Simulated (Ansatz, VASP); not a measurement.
# One calculation of Mg, two programs

```
CELL_PARAMETERS angstrom
-1.78964 1.78964 1.78964
1.78964 -1.78964 1.78964
1.78964 1.78964 -1.78964
ATOMIC_POSITIONS crystal
Mg 0.00000 0.00000 0.00000
```

Alike in both runs: task single point; functional PBE; k mesh 14 × 14 × 14; occupations fermi-dirac, width 0.1 eV; no spin polarisation.

|  | VASP | Ansatz |
| --- | --- | --- |
| version | VASP 6.6.1 | Ansatz 0.2.0 |
| potentials or method | VASP PAW PBE potentials, release 64 (Mg), cutoff 520 eV | plane waves (420 eV) with PAW, scalar-relativistic |
| valence electrons in the cell | 2 | 10 |

```csv
,VASP,Ansatz,Ansatz less VASP
pressure (GPa),-0.1,0.0,+0.13
```

VASP's potentials hold 2 valence electrons a cell and Ansatz's 10, so a difference there can come from the potentials and not from the codes.
